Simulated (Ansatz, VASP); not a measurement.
**One calculation of AlAs, two programs**

```
CELL_PARAMETERS angstrom
0.00000 2.83980 2.83980
2.83980 0.00000 2.83980
2.83980 2.83980 0.00000
ATOMIC_POSITIONS crystal
Al 0.00000 0.00000 0.00000
As 0.75000 0.75000 0.75000
```

Change from the starting cell: volume scaled by 1.01, crystal datasets.

Alike in both runs: task electric field gradients; functional PBEsol; k mesh 10 × 10 × 10; occupations fermi-dirac, width 0.05 eV; no spin polarisation.

|  | VASP | Ansatz |
| --- | --- | --- |
| version | VASP 6.6.1 | Ansatz 0.2.0 |
| potentials or method | VASP PAW PBE potentials, release 64 (Al, As), cutoff 400 eV | all-electron PAW with datasets made for the crystal, scalar-relativistic |

```csv
,VASP,Ansatz,Ansatz less VASP
pressure (GPa),0.1,-0.2,-0.27
```

VASP's potentials were made for PBE, not for PBEsol. Ansatz ran all-electron here, and VASP with PAW potentials.
